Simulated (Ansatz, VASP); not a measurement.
## One calculation of FeO, two programs

```
CELL_PARAMETERS angstrom
0.00000 2.16459 2.16459
2.16459 0.00000 2.16459
2.16459 2.16459 0.00000
ATOMIC_POSITIONS crystal
Fe 0.00000 0.00000 0.00000
O 0.50000 0.50000 0.50000
```

Alike in both runs: task single point; functional PBEsol; k mesh 18 × 18 × 18; occupations gaussian, width 0.1 eV; collinear spin.

```csv
,VASP,Ansatz
version,VASP 6.6.1,Ansatz 0.2.0
potentials or method,"VASP PAW PBE potentials, release 64 (Fe, O), cutoff 520 eV","scalar-relativistic, plane waves, PAW"
valence electrons in the cell,14,22
```

```tsv
	VASP	Ansatz	Ansatz less VASP
gap on the k mesh at the Fermi level (eV)	none	none	-
pressure (GPa)	-10.5	-10.7	-0.19
net moment per atom (μB)	2.00	2.00	0.000
size of the moment on the site where the two differ most (μB)	3.61	3.45	-0.166
```

VASP's potentials were made for PBE, not for PBEsol. Site moments also hang on the region over which each program counts them. A gap of «none» marks a metal or a gap that the smearing closes. With one functional, cell and mesh, what is left measures potentials, basis and numerics. VASP's potentials hold 14 valence electrons a cell and Ansatz's 22, so a difference there can come from the potentials and not from the codes.
